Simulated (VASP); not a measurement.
Here is a VASP 6.6.1 calculation.

File INCAR:

```
PREC = Accurate ; ENCUT = 520
EDIFF = 1E-7 ; ISMEAR = -1
SIGMA = 0.05 ; LREAL = F
LASPH = T ; NELM = 80
ALGO = Normal ; ISIF = 2
LWAVE = F ; LCHARG = T
GGA = PE ; LELF = T
LVHAR = T ; NBANDS = 18
```

File KPOINTS:

```
regular mesh
0
Gamma
  8 8 5
```

POSCAR

```
Y
1.0
    3.6474000000      0.0000000000      0.0000000000
   -1.8237000000      3.1587410578      0.0000000000
    0.0000000000      0.0000000000      5.7306000000
Y
2
Direct
    0.6666666667      0.3333333333      0.7500000000
    0.3333333333      0.6666666667      0.2500000000
```

Potentials or basis: VASP PAW PBE potentials, release 64 (Y_sv).

Launch:

```bash
$ cat potpaw_PBE.64/Y_sv/POTCAR > POTCAR
$ mpirun -np 1 vasp_std > vasp.out
```

Estimate the band gap on the k mesh.

zero (band 11 reaches 3.84 eV, above the bottom of band 12 at 2.53 eV).

Predict the pressure.

-0.2 GPa.

Stress tensor (GPa, compression positive):
```
-0.10  0.00  0.00
 0.00 -0.10  0.00
 0.00  0.00 -0.51
```
